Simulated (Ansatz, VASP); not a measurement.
**One calculation of SrFeO4, two programs**

```
Sr Fe O
1.0
     5.33229    0.00000    0.00000
    -2.66615    4.61790    0.00000
     0.00000    0.00000    2.88090
Sr Fe O
1 1 4
Direct
  0.00000 0.00000 0.00000
  0.33333 0.66667 0.00000
  0.66667 0.33333 0.00000
  0.48107 0.96215 0.50000
  0.03785 0.51893 0.50000
  0.48107 0.51893 0.50000
```

Change from the starting cell: species swapped into the HoCu4Ni type (P-6m2, No. 187).

Alike in both runs: functional PBE; k mesh 6 × 6 × 6; occupations gaussian, width 0.1 eV; collinear spin.

Ansatz relaxed the structure, and its values are those at the end. VASP's run is a single point on that final structure, the one shown.

|  | VASP | Ansatz |
| --- | --- | --- |
| version | VASP 6.6.1 | Ansatz 0.2.0 |
| potentials or method | VASP PAW PBE potentials, release 64 (Sr_sv, Fe, O), cutoff 520 eV | scalar-relativistic, plane waves, PAW |
| valence electrons in the cell | 42 | 50 |

Ansatz gave:

```
gap on the k mesh at the Fermi level (eV)                     : none
pressure (GPa)                                                : 0.0
rms of the force components (eV/Å)                            : 0.004
net moment per atom (μB)                                      : 0.27
size of the moment on the site where the two differ most (μB) : 2.62
```

Problem. What did VASP give for the same quantities?

Solution. gap on the k mesh at the Fermi level (eV): none; pressure (GPa): 0.4; rms of the force components (eV/Å): 0.046; net moment per atom (μB): 0.27; size of the moment on the site where the two differ most (μB): 2.79.

Site moments also hang on the region over which each program counts them. A gap of «none» marks a metal or a gap that the smearing closes. With one functional, cell and mesh, what is left measures potentials, basis and numerics. VASP's potentials hold 42 valence electrons a cell and Ansatz's 50, so a difference there can come from the potentials and not from the codes.

The k mesh is coarse, so the values compare programs but aren't converged.
